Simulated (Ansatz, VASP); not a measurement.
**Two plane-wave programs on Os**

```
Os
1.0
     0.00000    1.94500    1.91582
     1.94500    0.00000    1.91582
     1.94500    1.94500    0.00000
Os
1
Direct
  0.00000 0.00000 0.00000
```

Change from the starting cell: strain +0.000 along x and y, -0.015 along z, atoms carried along.

Alike in both runs: task single point; functional r2SCAN; k mesh 20 × 20 × 20; occupations gaussian, width 0.15 eV; no spin polarisation.

|  | VASP | Ansatz |
| --- | --- | --- |
| version | VASP 6.6.1 | Ansatz 0.2.0 |
| potentials or method | VASP PAW PBE potentials, release 64 (Os), cutoff 520 eV | scalar-relativistic, plane waves, PAW |
| valence electrons in the cell | 8 | 16 |

Ansatz gave:

- gap on the k mesh at the Fermi level (eV): none
- pressure (GPa): -11.6
- traceless stress, the component that is largest in VASP (GPa): 3.01

Q: Which values does VASP return?

A: gap on the k mesh at the Fermi level (eV): none; pressure (GPa): -10.9; traceless stress, the component that is largest in VASP (GPa): 3.02.

VASP's potentials were made for PBE, not for r2SCAN. A gap of «none» marks a metal or a gap that the smearing closes. With one functional, cell and mesh, what is left measures potentials, basis and numerics. VASP's potentials hold 8 valence electrons a cell and Ansatz's 16, so a difference there can come from the potentials and not from the codes.

Neither program's run includes spin-orbit coupling.
